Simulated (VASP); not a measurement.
# Bi2Te3 (R3m) in VASP: a series of runs

Bi2Te3 is run at these levels: PBE; tasks: electric field gradients.

Program: VASP 6.6.1. These are calculated values, not measurements. Logs are shortened: lines on timing, memory, paths and dates and some standing lists are left out, and cuts for length are marked.

### 1 The cell of the first run

It takes space group R3m (No. 160, trigonal). Conventional cell: a = 4.550 Å, b = 4.550 Å, c = 29.840 Å, α = 90.00°, β = 90.00°, γ = 120.00°. Within 4.1 Å of Bi (site symmetry 3m) lie 3 Te at 3.09 Å and 3 Bi at 3.48 Å. Within 4.4 Å of Bi (site symmetry 3m) lie 3 Te at 3.33 Å and 3 Bi at 3.48 Å. Within 4.1 Å of Te (site symmetry 3m) lie 6 Te at 3.11 to 3.50 Å. Within 4.1 Å of Te (site symmetry 3m) lie 3 Bi at 3.09 Å and 3 Te at 3.50 Å. Within 4.1 Å of Te (site symmetry 3m) lie 3 Te at 3.11 Å and 3 Bi at 3.33 Å.

### 2 Electric field gradients, PBE (equal xx and yy strain of +3 %)

INCAR reads:

```
SYSTEM = Bi2Te3
ALGO = Normal
EDIFF = 1E-8
ENCUT = 520
GGA = PE
ISIF = 2
ISMEAR = -1
LASPH = .True.
LCHARG = .False.
LEFG = .True.
LREAL = .False.
LUSENCCL = .False.
LWAVE = .False.
NBANDS = 32
NELM = 100
PREC = Accurate
SIGMA = 0.08
```

KPOINTS reads:

```
k-points
0
Gamma
  8 8 8
  0 0 0
```

POSCAR reads:

```
Bi2Te3
1.0
    2.2747562915      1.3133311572      9.9466700000
   -2.2747562915      1.3133311572      9.9466700000
    0.0000000000     -2.6266623145      9.9466700000
Bi Te
2 3
Direct
    0.8120000000      0.8120000000      0.8120000000
    0.4020000000      0.4020000000      0.4020000000
    0.6110000000      0.6110000000      0.6110000000
    0.2000000000      0.2000000000      0.2000000000
    0.0000000000      0.0000000000      0.0000000000
```

Potentials or basis: VASP PAW PBE potentials, release 64 (Bi_d, Te).

On the command line:

```bash
cat potpaw_PBE.64/Bi_d/POTCAR potpaw_PBE.64/Te/POTCAR > POTCAR
mpirun -np 1 vasp_std > vasp.out
```

OUTCAR:

```text
SYSTEM = Bi2Te3
   EDIFF = 1E-8
   ENCUT = 520
   GGA = PE
   ISIF = 2
   ISMEAR = -1
   LASPH = .True.
   LREAL = .False.
   NELM = 100
   PREC = Accurate

 ion  position               nearest neighbor table
   1  0.812  0.812  0.812-   4 3.09   4 3.09   4 3.09   2 3.48   2 3.48   2 3.48
   2  0.402  0.402  0.402-   5 3.33   5 3.33   5 3.33   1 3.48   1 3.48   1 3.48
   3  0.611  0.611  0.611-   5 3.11   5 3.11   5 3.11   4 3.50   4 3.50   4 3.50
   4  0.200  0.200  0.200-   1 3.09   1 3.09   1 3.09   3 3.50   3 3.50   3 3.50
   5  0.000  0.000  0.000-   3 3.11   3 3.11   3 3.11   2 3.33   2 3.33   2 3.33

  LATTYP: Found a trigonal (rhomboedric) cell.
 ALAT       =    10.2876430247
 COS(alpha) =     0.9022159607

  Lattice vectors:

 A1 = (   2.2747562915,   1.3133311572,   9.9466700000)
 A2 = (  -2.2747562915,   1.3133311572,   9.9466700000)
 A3 = (   0.0000000000,  -2.6266623145,   9.9466700000)

Analysis of symmetry for initial positions (statically):
=====================================================================
 Subroutine PRICEL returns:
 Original cell was already a primitive cell.

 Routine SETGRP: Setting up the symmetry group for a
 trigonal (rhombohedral) supercell.

 Subroutine GETGRP returns: Found  6 space group operations
 (whereof  6 operations were pure point group operations)
 out of a pool of 12 trial point group operations.

The static configuration has the point symmetry C_3v.

Analysis of symmetry for dynamics (positions and initial velocities):
=====================================================================
 Subroutine PRICEL returns:
 Original cell was already a primitive cell.

 Routine SETGRP: Setting up the symmetry group for a
 trigonal (rhombohedral) supercell.

 Subroutine GETGRP returns: Found  6 space group operations
 (whereof  6 operations were pure point group operations)
 out of a pool of 12 trial point group operations.

The dynamic configuration has the point symmetry C_3v.

 Subroutine INISYM returns: Found  6 space group operations
 (whereof  6 operations are pure point group operations),
 and found     1 'primitive' translations

----------------------------------------------------------------------------------------

                                     Primitive cell

  volume of cell :     178.2946

  direct lattice vectors                    reciprocal lattice vectors
     2.274756292  1.313331157  9.946670000     0.219803766  0.126903764  0.033512053
    -2.274756292  1.313331157  9.946670000    -0.219803766  0.126903764  0.033512053
     0.000000000 -2.626662314  9.946670000     0.000000000 -0.253807527  0.033512053

  length of vectors
    10.287643025 10.287643025 10.287643025     0.256010388  0.256010388  0.256010388

  position of ions in fractional coordinates (direct lattice)
     0.812000000  0.812000000  0.812000000
     0.402000000  0.402000000  0.402000000
     0.611000000  0.611000000  0.611000000
     0.200000000  0.200000000  0.200000000
     0.000000000  0.000000000  0.000000000

  ion indices of the primitive-cell ions
   primitive index   ion index
                 1           1
                 2           2
                 3           3
                 4           4
                 5           5

----------------------------------------------------------------------------------------

 KPOINTS: k-points

Automatic generation of k-mesh.
 Grid dimensions read from file:
 generate k-points for:    8    8    8

 Generating k-lattice:

[... 41 lines left out ...]
  0.375000  0.125000  0.125000      6.000000
 [... further k-points ...]
   k-points           NKPTS =     65   k-points in BZ     NKDIM =     65   number of bands    NBANDS=     32
   number of dos      NEDOS =    301   number of ions     NIONS =      5
   total plane-waves  NPLWV = 512000
   dimension x,y,z NGX =    80 NGY =   80 NGZ =   80
   dimension x,y,z NGXF=   160 NGYF=  160 NGZF=  160
   ions per type =               2   3
   NGX,Y,Z   is equivalent  to a cutoff of  12.93, 12.93, 12.93 a.u.
   NGXF,Y,Z  is equivalent  to a cutoff of  25.86, 25.86, 25.86 a.u.
 SYSTEM =  Bi2Te3
   PREC   = accura    normal or accurate (medium, high low for compatibility)
   ISTART =      0    job   : 0-new  1-cont  2-samecut
   ICHARG =      2    charge: 1-file 2-atom 10-const
   ISPIN  =      1    spin polarized calculation?
   LNONCOLLINEAR =      F non collinear calculations
   LSORBIT =      F    spin-orbit coupling
   LASPH  =      T    aspherical Exc in radial PAW
   ENCUT  =  520.0 eV  38.22 Ry    6.18 a.u.  19.13 19.13 19.13*2*pi/ulx,y,z
   NELM   =    100;   NELMIN=  2; NELMDL= -5     # of ELM steps
   EDIFF  = 0.1E-07   stopping-criterion for ELM
   LREAL  =      F    real-space projection
   EDIFFG = 0.1E-06   stopping-criterion for IOM
   NSW    =      0    number of steps for IOM
   IBRION =     -1    ionic relax: 0-MD 1-quasi-New 2-CG
   NFREE  =      0    steps in history (QN), initial steepest desc. (CG)
   ISIF   =      2    stress and relaxation
   ISYM   =      2    0-nonsym 1-usesym 2-fastsym
   POTIM  = 0.5000    time-step for ionic-motion
   TEBEG  =    0.0;   TEEND  =   0.0 temperature during run
   PSTRESS=    0.0 pullay stress
   NELECT =      48.0000    total number of electrons
   NUPDOWN=      -1.0000    fix difference up-down
   EMIN   =  10.00;   EMAX   =-10.00  energy-range for DOS
   EFERMI =   0.00;   METHOD = LEGACY
   ISMEAR =    -1;   SIGMA  =   0.08  broadening in eV -4-tet -1-fermi 0-gaus
   EFERMI_NEDOS =   21; number of points for ismear=-14 and -15
   IALGO  =     38    algorithm
   IMIX   =      4    mixing-type and parameters
     AMIX     =   0.40;   BMIX     =  1.00
     AMIX_MAG =   1.60;   BMIX_MAG =  1.00
  volume/ion in A,a.u.               =      35.66       240.64
  Fermi-wavevector in a.u.,A,eV,Ry     =   1.057083  1.997598 15.203492  1.117425
  Thomas-Fermi vector in A             =   2.192343
   LORBIT       =      0    0 simple, 1 ext, 2 COOP (PROOUT), +10 PAW based schemes
   GGA     = PE    functional components
   LHFCALC =     F    Hartree Fock is set to
   AEXX    =    0.0000 exact exchange contribution
   IVDW    =     0    specifies the selected vdW correction
   LEPSILON=     F    determine dielectric tensor
   LRPA    =     F    only Hartree local field effects (RPA)
 non-spin polarized calculation
  energy-cutoff  :      520.00
  volume of cell :      178.29
 maximum number of plane-waves:      4854
 NGX is ok and might be reduce to    80
   NGX = 39   NGY = 39   NGZ = 39

 number of electron      48.0000001 magnetization

 Free energy of the ion-electron system (eV)
  ---------------------------------------------------
  ext. energy  EPLUGINS =         0.00000000
  ---------------------------------------------------
  free energy    TOTEN  =       -16.94751295 eV

  energy without entropy =      -16.90639511  energy(sigma->0) =      -16.92695403

 E-fermi :   5.7458     XC(G=0):  -9.1404

 val. band max:        5.6892470978   @ k =  -0.1250   0.2500   0.1250
 cond. band min:       5.7737083866   @ k =  -0.1250   0.1250   0.0000
 fundamental gap:      0.0844612888
 Fermi energy:         5.7458179876

 k-point     1 :       0.0000    0.0000    0.0000
  band No.  band energies     occupation
      1     -17.3329      2.00000
      2     -17.3329      2.00000
      3     -17.3097      2.00000
      4     -17.3097      2.00000
      5     -17.3028      2.00000
      6     -16.8016      2.00000
[... 829 lines left out ...]
     31       9.5488      0.00000
     32      10.8698      0.00000

 [... further k-points ...]
[... 5 lines left out ...]
  --------------------------------------------------------------------------------------
  -------------------------------------------------------------------------------------
  Total       -1.0937355     -1.0937355     -1.4561844      0.0000000      0.0000000     -0.0000000
  in kB       -9.8284448     -9.8284448    -13.0854562      0.0000000      0.0000000     -0.0000000
  external PRESSURE =     -10.9141153 kB  Pullay stress =       0.0000000 kB

 VOLUME and BASIS-vectors are now :
 -----------------------------------------------------------------------------
  energy-cutoff  :      520.00
  volume of cell :      178.29
      direct lattice vectors                 reciprocal lattice vectors
     2.274756292  1.313331157  9.946670000     0.219803766  0.126903764  0.033512053
    -2.274756292  1.313331157  9.946670000    -0.219803766  0.126903764  0.033512053
     0.000000000 -2.626662314  9.946670000     0.000000000 -0.253807527  0.033512053

 POSITION                                       TOTAL-FORCE (eV/Angst)
 -----------------------------------------------------------------------------------
      0.00000     -0.00000     24.23009         0.000000      0.000000     -0.582118
      0.00000     -0.00000     11.99568         0.000000      0.000000     -0.416723
      0.00000     -0.00000     18.23225         0.000000      0.000000     -0.472716
      0.00000     -0.00000      5.96800         0.000000     -0.000000      0.489880
      0.00000      0.00000      0.00000         0.000000     -0.000000      0.981677
 -----------------------------------------------------------------------------------
    total drift:                                0.000000     -0.000000      0.000446

  FREE ENERGIE OF THE ION-ELECTRON SYSTEM (eV)
  ---------------------------------------------------
  free  energy   TOTEN  =       -16.9475129550 eV

  energy  without entropy=      -16.9063951062  energy(sigma->0) =      -16.92695403

 Electric field gradients (V/A^2)
---------------------------------------------------------------------
 ion       V_xx      V_yy      V_zz      V_xy      V_xz      V_yz
---------------------------------------------------------------------
   1      41.052    41.052   -82.105    -0.000     0.000     0.000
   2      17.890    17.890   -35.779     0.000     0.000     0.000
   3       7.773     7.773   -15.546    -0.000    -0.000     0.000
   4       1.734     1.734    -3.468    -0.000    -0.000     0.000
   5       1.546     1.546    -3.092     0.000    -0.000     0.000
---------------------------------------------------------------------

 Electric field gradients after diagonalization (V/A^2)
 (convention: |V_zz| > |V_xx| > |V_yy|)
----------------------------------------------------------------------
 ion       V_xx      V_yy      V_zz     asymmetry (V_yy - V_xx)/ V_zz
----------------------------------------------------------------------
   1      41.052    41.052   -82.105       0.000
   2      17.890    17.890   -35.779       0.000
   3       7.773     7.773   -15.546       0.000
   4       1.734     1.734    -3.468       0.000
   5       1.546     1.546    -3.092       0.000
----------------------------------------------------------------------

           NMR quadrupolar parameters

 Cq : quadrupolar parameter    Cq=e*Q*V_zz/h
 eta: asymmetry parameters     (V_yy - V_xx)/ V_zz
 Q  : nuclear electric quadrupole moment in mb (millibarn)
----------------------------------------------------------------------
 ion       Cq(MHz)       eta       Q (mb)
----------------------------------------------------------------------
   1      -0.199       0.000       1.000
   2      -0.087       0.000       1.000
   3      -0.038       0.000       1.000
   4      -0.008       0.000       1.000
   5      -0.007       0.000       1.000
----------------------------------------------------------------------
```

It took 3.9 min on 1 × NVIDIA H100 80GB with 1 thread of Intel Xeon Platinum 8481C at 2.70GHz (Sapphire Rapids), shared host; peak memory 1.8 GiB.

Results:

| Quantity | Value |
| --- | --- |
| Free energy | -16.9475 eV |
| Pressure | -1.1 GPa |
| Largest force | 0.982 eV/Å |
| Band gap on the k mesh | zero (band 24 reaches 5.77 eV, above the bottom of band 25 at 5.54 eV) |

Forces on the atoms (eV/Å):
```
Bi   0.000  0.000 -0.582
Bi   0.000  0.000 -0.417
Te   0.000  0.000 -0.473
Te   0.000  0.000  0.490
Te   0.000  0.000  0.982
```

Electric field gradients, principal values (V/Å²):
| atom | least | middle | greatest (by size) |
| --- | --- | --- | --- |
| 1 Bi | 41.052 | 41.052 | -82.105 |
| 2 Bi | 17.890 | 17.890 | -35.779 |
| 3 Te | 7.773 | 7.773 | -15.546 |
| 4 Te | 1.734 | 1.734 | -3.468 |
| 5 Te | 1.546 | 1.546 | -3.092 |

Caveat: the cell differs from its parent crystal (equal xx and yy strain of +3 %); without QUAD_EFG the Cq values of the log hold for a quadrupole moment of 1 mb, not for the nuclei; spin-orbit coupling is left out, which moves the levels of the heavy elements.

### 3 Electric field gradients, PBE (equal xx and yy strain of +3 %)

INCAR reads:

```
ALGO     = Normal         # electronic algorithm
EDIFF    = 1E-8           # SCF threshold, eV
ENCUT    = 520            # plane-wave cutoff, eV
GGA      = PE             # functional
ISIF     = 2              # what is computed and relaxed
ISMEAR   = -1             # smearing method
LASPH    = True           # aspherical terms in the spheres
LCHARG   = False          # write CHGCAR
LEFG     = True         
LREAL    = False          # projectors in reciprocal space
LUSENCCL = False        
LWAVE    = False          # write WAVECAR
NBANDS   = 32             # bands
NELM     = 60             # most SCF steps
PREC     = Accurate       # precision mode
SIGMA    = 0.08           # smearing width, eV
```

KPOINTS reads:

```
k-points
0
Gamma
  8 8 8
```

POSCAR is that of step 2.

Potentials or basis: VASP PAW PBE potentials, release 64 (Bi_d, Te).

On the command line:

```bash
cat potpaw_PBE.64/Bi_d/POTCAR potpaw_PBE.64/Te/POTCAR > POTCAR
mpirun -np 1 vasp_std > vasp.out
```

OUTCAR:

```text
EDIFF = 1E-8
   ENCUT = 520
   GGA = PE
   ISIF = 2
   ISMEAR = -1
   LASPH = True
   LREAL = False
   NELM = 60
   PREC = Accurate

 ion  position               nearest neighbor table
   1  0.812  0.812  0.812-   4 3.09   4 3.09   4 3.09   2 3.48   2 3.48   2 3.48
   2  0.402  0.402  0.402-   5 3.33   5 3.33   5 3.33   1 3.48   1 3.48   1 3.48
   3  0.611  0.611  0.611-   5 3.11   5 3.11   5 3.11   4 3.50   4 3.50   4 3.50
   4  0.200  0.200  0.200-   1 3.09   1 3.09   1 3.09   3 3.50   3 3.50   3 3.50
   5  0.000  0.000  0.000-   3 3.11   3 3.11   3 3.11   2 3.33   2 3.33   2 3.33

  LATTYP: Found a trigonal (rhomboedric) cell.
 ALAT       =    10.2876430247
 COS(alpha) =     0.9022159607

  Lattice vectors:

 A1 = (   2.2747562915,   1.3133311572,   9.9466700000)
 A2 = (  -2.2747562915,   1.3133311572,   9.9466700000)
 A3 = (   0.0000000000,  -2.6266623145,   9.9466700000)

Analysis of symmetry for initial positions (statically):
[... 1052 lines left out ...]
      0.00000     -0.00000      5.96800         0.000000     -0.000000      0.489880
      0.00000      0.00000      0.00000         0.000000     -0.000000      0.981677
 -----------------------------------------------------------------------------------
    total drift:                                0.000000     -0.000000      0.000446

  FREE ENERGIE OF THE ION-ELECTRON SYSTEM (eV)
  ---------------------------------------------------
  free  energy   TOTEN  =       -16.9475129549 eV

  energy  without entropy=      -16.9063951061  energy(sigma->0) =      -16.92695403

 Electric field gradients (V/A^2)
---------------------------------------------------------------------
 ion       V_xx      V_yy      V_zz      V_xy      V_xz      V_yz
---------------------------------------------------------------------
   1      41.052    41.052   -82.105    -0.000     0.000     0.000
   2      17.890    17.890   -35.779     0.000     0.000     0.000
   3       7.773     7.773   -15.546    -0.000    -0.000     0.000
   4       1.734     1.734    -3.468    -0.000    -0.000     0.000
   5       1.546     1.546    -3.092     0.000    -0.000     0.000
---------------------------------------------------------------------

 Electric field gradients after diagonalization (V/A^2)
 (convention: |V_zz| > |V_xx| > |V_yy|)
----------------------------------------------------------------------
 ion       V_xx      V_yy      V_zz     asymmetry (V_yy - V_xx)/ V_zz
----------------------------------------------------------------------
   1      41.052    41.052   -82.105       0.000
   2      17.890    17.890   -35.779       0.000
   3       7.773     7.773   -15.546       0.000
   4       1.734     1.734    -3.468       0.000
   5       1.546     1.546    -3.092       0.000
----------------------------------------------------------------------

           NMR quadrupolar parameters

 Cq : quadrupolar parameter    Cq=e*Q*V_zz/h
 eta: asymmetry parameters     (V_yy - V_xx)/ V_zz
 Q  : nuclear electric quadrupole moment in mb (millibarn)
----------------------------------------------------------------------
 ion       Cq(MHz)       eta       Q (mb)
----------------------------------------------------------------------
   1      -0.199       0.000       1.000
   2      -0.087       0.000       1.000
   3      -0.038       0.000       1.000
   4      -0.008       0.000       1.000
   5      -0.007       0.000       1.000
----------------------------------------------------------------------
```

stdout:

```text
[vt-gpu-o1-0:19030] opal_ifinit: socket() failed with errno=97
 Offloading initialized ...    1 GPUs detected
 POSCAR found type information on POSCAR BiTe
 POSCAR found :  2 types and       5 ions
 scaLAPACK will be used selectively (only on CPU)
 LDA part: xc-table for (Slater+PW92), standard interpolation
 POSCAR, INCAR and KPOINTS ok, starting setup
 FFT: planning ... GRIDC
 FFT: planning ... GRID_SOFT
 FFT: planning ... GRID
 WAVECAR not read
 entering main loop
ion   1

ion   2

ion   3

ion   4

ion   5
```

Run time: 4 min. Hardware: 1 × NVIDIA H100 80GB with 1 thread of Intel Xeon Platinum 8481C at 2.70GHz (Sapphire Rapids), shared host; peak memory 1.8 GiB.

Results:

```yaml
Free_energy: -16.9475 eV
Pressure: -1.1 GPa
Largest_force: 0.982 eV/Å
Band_gap_on_the_k_mesh: zero (band 24 reaches 5.77 eV, above the bottom of band 25 at 5.54 eV)
```

Forces in eV/Å, atoms in the order of the input:
```
Bi   0.000  0.000 -0.582
Bi   0.000  0.000 -0.417
Te   0.000  0.000 -0.473
Te   0.000  0.000  0.490
Te   0.000  0.000  0.982
```

Stress tensor (GPa, compression positive):
```
-0.98  0.00  0.00
 0.00 -0.98  0.00
 0.00  0.00 -1.31
```

Electric field gradients, principal values (V/Å²):
```tsv
atom	least	middle	greatest (by size)
1 Bi	41.052	41.052	-82.105
2 Bi	17.890	17.890	-35.779
3 Te	7.773	7.773	-15.546
4 Te	1.734	1.734	-3.468
5 Te	1.546	1.546	-3.092
```

Caveat: the cell differs from its parent crystal (equal xx and yy strain of +3 %); without QUAD_EFG the Cq values of the log hold for a quadrupole moment of 1 mb, not for the nuclei; spin-orbit coupling is left out, which moves the levels of the heavy elements.
